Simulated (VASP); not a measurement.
# CaF2 (Fm-3m) in VASP: further runs, part 2 of 3

VASP 6.6.1.

## (3) Dielectric tensor, PBEsol

INCAR reads:

```
ALGO = Fast
EDIFF = 1E-8
ENCUT = 600
GGA = PS
ISIF = 2
ISMEAR = 0
KPAR = 2
LASPH = T
LCHARG = F
LEPSILON = T
LREAL = F
LWAVE = F
NELM = 80
PREC = Accurate
SIGMA = 0.03
```

KPOINTS reads:

```
k-points
0
Monkhorst-Pack
  14 14 14
```

POSCAR reads:

```
CaF2                                    
1.0
    0.0000000000      2.7125817484      2.7125817484
    2.7125817484      0.0000000000      2.7125817484
    2.7125817484      2.7125817484     -0.0000000000
  Ca              F             
     1     2
Direct
     1.0000000000000000    1.0000000000000000    0.0000000000000000
     0.2500000000000000    0.2500000000000000    0.2500000000000000
     0.7500000000000000    0.7500000000000000    0.7500000000000000
```

Potentials or basis: VASP PAW PBE potentials, release 64 (Ca_sv, F).

On the command line:

```sh
> cat potpaw_PBE.64/Ca_sv/POTCAR potpaw_PBE.64/F/POTCAR > POTCAR
> mpirun -np 2 vasp_std > vasp.out
```

OUTCAR:

```text
EDIFF = 1E-8
   ENCUT = 600
   GGA = PS
   ISIF = 2
   ISMEAR = 0
   LASPH = T
   LEPSILON = T
   LREAL = F
   NELM = 80
   PREC = Accurate

 ion  position               nearest neighbor table
   1  0.000  0.000  0.000-   3 2.35   3 2.35   3 2.35   2 2.35   3 2.35   2 2.35   2 2.35   2 2.35

   2  0.250  0.250  0.250-   1 2.35   1 2.35   1 2.35   1 2.35
   3  0.750  0.750  0.750-   1 2.35   1 2.35   1 2.35   1 2.35

  LATTYP: Found a face centered cubic cell.
 ALAT       =     5.4251634968

  Lattice vectors:

 A1 = (   0.0000000000,   2.7125817484,   2.7125817484)
 A2 = (   2.7125817484,   0.0000000000,   2.7125817484)
 A3 = (   2.7125817484,   2.7125817484,   0.0000000000)

Analysis of symmetry for initial positions (statically):
=====================================================================
 Subroutine PRICEL returns:
 Original cell was already a primitive cell.

 Routine SETGRP: Setting up the symmetry group for a
 face centered cubic supercell.

 Subroutine GETGRP returns: Found 48 space group operations
 (whereof 48 operations were pure point group operations)
 out of a pool of 48 trial point group operations.

The static configuration has the point symmetry O_h .

Analysis of symmetry for dynamics (positions and initial velocities):
=====================================================================
 Subroutine PRICEL returns:
 Original cell was already a primitive cell.

 Routine SETGRP: Setting up the symmetry group for a
 face centered cubic supercell.

 Subroutine GETGRP returns: Found 48 space group operations
 (whereof 48 operations were pure point group operations)
 out of a pool of 48 trial point group operations.

The dynamic configuration has the point symmetry O_h .

 Subroutine INISYM returns: Found 48 space group operations
 (whereof 48 operations are pure point group operations),
 and found     1 'primitive' translations

----------------------------------------------------------------------------------------

                                     Primitive cell

  volume of cell :      39.9189

  direct lattice vectors                    reciprocal lattice vectors
     0.000000000  2.712581748  2.712581748    -0.184326242  0.184326242  0.184326242
     2.712581748  0.000000000  2.712581748     0.184326242 -0.184326242  0.184326242
     2.712581748  2.712581748  0.000000000     0.184326242  0.184326242 -0.184326242

  length of vectors
     3.836169898  3.836169898  3.836169898     0.319262416  0.319262416  0.319262416

  position of ions in fractional coordinates (direct lattice)
     0.000000000  0.000000000  0.000000000
     0.250000000  0.250000000  0.250000000
     0.750000000  0.750000000  0.750000000

  ion indices of the primitive-cell ions
[... 132 lines left out ...]
      5     -17.7157      2.00000
      6     -17.7090      2.00000
[... 433 lines left out ...]
      3     -20.3061      2.00000
      4     -17.7473      2.00000
      5     -17.7164      2.00000
      6     -17.3842      2.00000
[... 8 lines left out ...]
     15       8.5293      0.00000
     16       9.8070      0.00000

 [... further k-points ...]

  FORCE on cell =-STRESS in cart. coord.  units (eV):
  Direction    XX          YY          ZZ          XY          YZ          ZX
  --------------------------------------------------------------------------------------
  -------------------------------------------------------------------------------------
  Total        0.0007209      0.0007209      0.0007209     -0.0000000     -0.0000000      0.0000000
  in kB        0.0289357      0.0289357      0.0289357     -0.0000000     -0.0000000      0.0000000
  external PRESSURE =       0.0289357 kB  Pullay stress =       0.0000000 kB

 VOLUME and BASIS-vectors are now :
 -----------------------------------------------------------------------------
  energy-cutoff  :      600.00
  volume of cell :       39.92
      direct lattice vectors                 reciprocal lattice vectors
     0.000000000  2.712581748  2.712581748    -0.184326242  0.184326242  0.184326242
     2.712581748  0.000000000  2.712581748     0.184326242 -0.184326242  0.184326242
     2.712581748  2.712581748  0.000000000     0.184326242  0.184326242 -0.184326242

 POSITION                                       TOTAL-FORCE (eV/Angst)
 -----------------------------------------------------------------------------------
      0.00000      0.00000      0.00000        -0.000000     -0.000000     -0.000000
      1.35629      1.35629      1.35629        -0.000000     -0.000000     -0.000000
      4.06887      4.06887      4.06887         0.000000      0.000000      0.000000
 -----------------------------------------------------------------------------------
    total drift:                                0.000000     -0.000000      0.000000

  FREE ENERGIE OF THE ION-ELECTRON SYSTEM (eV)
  ---------------------------------------------------
  free  energy   TOTEN  =       -17.9048061062 eV

  energy  without entropy=      -17.9048061062  energy(sigma->0) =      -17.90480611

 HEAD OF MICROSCOPIC STATIC DIELECTRIC TENSOR (INDEPENDENT PARTICLE, excluding Hartree and local field effects)
 ------------------------------------------------------
           2.406039     0.000000     0.000000
           0.000000     2.406039     0.000000
          -0.000000     0.000000     2.406039
 ------------------------------------------------------

 Free energy of the ion-electron system (eV)
  ---------------------------------------------------
  ---------------------------------------------------
  free energy    TOTEN  =        -0.15708746 eV

  energy without entropy =       -0.15708746

------------------------ aborting loop because EDIFF is reached ----------------------------------------

--------------------------------------- Ionic step        2  -------------------------------------------

------------------------ aborting loop because EDIFF is reached ----------------------------------------

--------------------------------------- Ionic step        3  -------------------------------------------

 Free energy of the ion-electron system (eV)
  ---------------------------------------------------
  ---------------------------------------------------
  free energy    TOTEN  =        -0.15708746 eV

  energy without entropy =       -0.15708746

------------------------ aborting loop because EDIFF is reached ----------------------------------------

 PIEZOELECTRIC TENSOR FIELD DIRECTION 3  (e Angst)
 -----------------------------------------------------------------------------
     0.00011  0.00000  0.00000           (  0.00000  0.00000  0.00000)
     0.00000  0.00011  0.00000           (  0.00000  0.00000  0.00000)
     0.00000 -0.00000 -0.00014           (  0.00000  0.00000 -0.00001)

 PIEZOELECTRIC TENSOR FIELD DIRECTION 3  (C/m^2)
 -----------------------------------------------------------------------------
     0.00004  0.00000  0.00000
     0.00000  0.00004  0.00000
     0.00000 -0.00000 -0.00006

 MACROSCOPIC STATIC DIELECTRIC TENSOR (including local field effects in DFT)
 ------------------------------------------------------
           2.313270     0.000000    -0.000000
          -0.000000     2.313270     0.000000
          -0.000000     0.000000     2.313270
 ------------------------------------------------------

 PIEZOELECTRIC TENSOR (including local field effects)  for field in x, y, z        (e  Angst)
          XX          YY          ZZ          XY          YZ          ZX
  --------------------------------------------------------------------------------
  x     0.00000     0.00000     0.00000     0.00000     0.00000     0.00000
  y     0.00000     0.00000     0.00000     0.00000     0.00000     0.00000
  z     0.00000     0.00000     0.00000     0.00000     0.00000     0.00000

 PIEZOELECTRIC TENSOR (including local field effects)  for field in x, y, z        (C/m^2)
          XX          YY          ZZ          XY          YZ          ZX
  --------------------------------------------------------------------------------
  x     0.00000     0.00000     0.00000     0.00000     0.00000     0.00000
  y     0.00000     0.00000     0.00000     0.00000     0.00000     0.00000
  z     0.00000     0.00000     0.00000     0.00000     0.00000     0.00000

 BORN EFFECTIVE CHARGES (including local field effects) (in |e|, cummulative output)
 ---------------------------------------------------------------------------------
 ion    1
    1     2.37104     0.00000     0.00000
    2     0.00000     2.37104     0.00000
    3     0.00000     0.00000     2.37104
 ion    2
    1    -1.18552     0.00000     0.00000
    2     0.00000    -1.18552     0.00000
    3     0.00000     0.00000    -1.18552
 ion    3
    1    -1.18552     0.00000     0.00000
    2     0.00000    -1.18552     0.00000
    3     0.00000     0.00000    -1.18552
```

OSZICAR:

```text
N       E                     dE             d eps       ncg     rms          rms(c)
DAV:   1     0.237683504904E+03    0.23768E+03   -0.15130E+04  8960   0.171E+03
DAV:   2    -0.869470918409E+01   -0.24638E+03   -0.24156E+03 11416   0.411E+02
DAV:   3    -0.186266960775E+02   -0.99320E+01   -0.99232E+01 10440   0.935E+01
[... 12 lines left out ...]
RMM:  13    -0.157086703924E+00    0.14900E-05   -0.11601E-06 60267   0.843E-04    0.127E-04
RMM:  14    -0.157086931019E+00   -0.22709E-06   -0.56238E-07 59709   0.367E-04    0.130E-04
RMM:  15    -0.157087138875E+00   -0.20786E-06   -0.31013E-07 49850   0.221E-04    0.740E-05
RMM:  16    -0.157087364603E+00   -0.22573E-06   -0.14410E-07 42908   0.126E-04    0.287E-05
RMM:  17    -0.157087433571E+00   -0.68968E-07   -0.65856E-08 31675   0.727E-05    0.131E-05
RMM:  18    -0.157087461220E+00   -0.27648E-07   -0.25712E-08 28029   0.632E-05    0.443E-06
```

stdout:

```text
POSCAR found type information on POSCAR CaF
[... 61 lines left out ...]
 num prob  num prob  num prob  num prob  num prob  num prob  num prob  num prob  num prob  num prob  num prob  num prob  num prob  num prob  num prob  num prob  num prob  num prob  num prob  num prob  num prob  num prob  num prob  num prob  num prob  num pro
```

Run time: 40 min. Hardware: 2 MPI ranks of Intel Xeon Platinum 8259CL at 2.50GHz (Skylake/Cascade Lake), shared host; peak memory 1.3 GiB.

What came out:

```yaml
Electronic_dielectric_tensor_diagonal: 2.31
Born_charges_mean_of_the_diagonal: Ca +2.37; F -1.19 e
```

Electronic dielectric tensor:
```
2.31 0.00 0.00
0.00 2.31 0.00
0.00 0.00 2.31
```

Born effective charge tensors (e):
atom 1, Ca
```
2.37 0.00 0.00
0.00 2.37 0.00
0.00 0.00 2.37
```
atom 2, F
```
-1.19  0.00  0.00
 0.00 -1.19  0.00
 0.00  0.00 -1.19
```
atom 3, F
```
-1.19  0.00  0.00
 0.00 -1.19  0.00
 0.00  0.00 -1.19
```

Caveat: the PAW data sets were made with another functional, which shifts forces and pressure a little.

## (4) Dielectric tensor, PBEsol

This run uses another cell than the first one, of 13.55 Å³/atom.

INCAR is that of step 3.

KPOINTS is that of step 3.

POSCAR reads:

```
CaF2                                    
1.0
    0.0000000000      2.7288777674      2.7288777674
    2.7288777674      0.0000000000      2.7288777674
    2.7288777674      2.7288777674     -0.0000000000
  Ca              F             
     1     2
Direct
     1.0000000000000000    1.0000000000000000    0.0000000000000000
     0.2500000000000000    0.2500000000000000    0.2500000000000000
     0.7500000000000000    0.7500000000000000    0.7500000000000000
```

Potentials or basis: VASP PAW PBE potentials, release 64 (Ca_sv, F).

On the command line:

```sh
> cat potpaw_PBE.64/Ca_sv/POTCAR potpaw_PBE.64/F/POTCAR > POTCAR
> mpirun -np 2 vasp_std > vasp.out
```

OUTCAR:

```text
EDIFF = 1E-8
   ENCUT = 600
   GGA = PS
   ISIF = 2
   ISMEAR = 0
   LASPH = T
   LEPSILON = T
   LREAL = F
   NELM = 80
   PREC = Accurate

 ion  position               nearest neighbor table
   1  0.000  0.000  0.000-   3 2.36   3 2.36   3 2.36   2 2.36   3 2.36   2 2.36   2 2.36   2 2.36

   2  0.250  0.250  0.250-   1 2.36   1 2.36   1 2.36   1 2.36
   3  0.750  0.750  0.750-   1 2.36   1 2.36   1 2.36   1 2.36

  LATTYP: Found a face centered cubic cell.
 ALAT       =     5.4577555348

  Lattice vectors:

 A1 = (   0.0000000000,   2.7288777674,   2.7288777674)
 A2 = (   2.7288777674,   0.0000000000,   2.7288777674)
 A3 = (   2.7288777674,   2.7288777674,   0.0000000000)

[... 708 lines left out ...]
     0.00000 -0.00000 -0.00006

 MACROSCOPIC STATIC DIELECTRIC TENSOR (including local field effects in DFT)
 ------------------------------------------------------
           2.301538     0.000000     0.000000
          -0.000000     2.301538     0.000000
          -0.000000    -0.000000     2.301538
 ------------------------------------------------------

 PIEZOELECTRIC TENSOR (including local field effects)  for field in x, y, z        (e  Angst)
          XX          YY          ZZ          XY          YZ          ZX
  --------------------------------------------------------------------------------
  x     0.00000     0.00000     0.00000     0.00000     0.00000     0.00000
  y     0.00000     0.00000     0.00000     0.00000     0.00000     0.00000
  z     0.00000     0.00000     0.00000     0.00000     0.00000     0.00000

 PIEZOELECTRIC TENSOR (including local field effects)  for field in x, y, z        (C/m^2)
          XX          YY          ZZ          XY          YZ          ZX
  --------------------------------------------------------------------------------
  x     0.00000     0.00000     0.00000     0.00000     0.00000     0.00000
  y     0.00000     0.00000     0.00000     0.00000     0.00000     0.00000
  z     0.00000     0.00000     0.00000     0.00000     0.00000     0.00000

 BORN EFFECTIVE CHARGES (including local field effects) (in |e|, cummulative output)
 ---------------------------------------------------------------------------------
 ion    1
    1     2.36738     0.00000     0.00000
    2     0.00000     2.36738     0.00000
    3     0.00000     0.00000     2.36738
 ion    2
    1    -1.18369     0.00000     0.00000
    2     0.00000    -1.18369     0.00000
    3     0.00000     0.00000    -1.18369
 ion    3
    1    -1.18369     0.00000     0.00000
    2     0.00000    -1.18369     0.00000
    3     0.00000     0.00000    -1.18369
```

OSZICAR:

```text
N       E                     dE             d eps       ncg     rms          rms(c)
DAV:   1     0.235778600488E+03    0.23578E+03   -0.14974E+04  8960   0.170E+03
DAV:   2    -0.862808607711E+01   -0.24441E+03   -0.23936E+03 11520   0.409E+02
DAV:   3    -0.186267674574E+02   -0.99987E+01   -0.99904E+01 10376   0.935E+01
[... 12 lines left out ...]
RMM:  13    -0.158642009671E+00    0.13424E-05   -0.12829E-06 60583   0.839E-04    0.119E-04
RMM:  14    -0.158642224435E+00   -0.21476E-06   -0.65063E-07 59424   0.372E-04    0.127E-04
RMM:  15    -0.158642476149E+00   -0.25171E-06   -0.32834E-07 50097   0.224E-04    0.691E-05
RMM:  16    -0.158642688632E+00   -0.21248E-06   -0.15763E-07 43009   0.128E-04    0.279E-05
RMM:  17    -0.158642765303E+00   -0.76671E-07   -0.71966E-08 31994   0.740E-05    0.109E-05
RMM:  18    -0.158642788366E+00   -0.23063E-07   -0.20986E-08 28083   0.635E-05    0.388E-06
```

Wall time 33 min (2 MPI ranks of Intel Xeon Platinum 8259CL at 2.50GHz (Skylake/Cascade Lake), shared host); peak memory 1.3 GiB.

Results:

```yaml
Electronic_dielectric_tensor_diagonal: 2.30
Born_charges_mean_of_the_diagonal: Ca +2.37; F -1.18 e
```

Electronic dielectric tensor:
```
2.30 0.00 0.00
0.00 2.30 0.00
0.00 0.00 2.30
```

Born effective charge tensors (e):
atom 1, Ca
```
2.37 0.00 0.00
0.00 2.37 0.00
0.00 0.00 2.37
```
atom 2, F
```
-1.18  0.00  0.00
 0.00 -1.18  0.00
 0.00  0.00 -1.18
```
atom 3, F
```
-1.18  0.00  0.00
 0.00 -1.18  0.00
 0.00  0.00 -1.18
```

Caveat: the PAW data sets were made with another functional, which shifts forces and pressure a little.

[end of part 2 of 3]
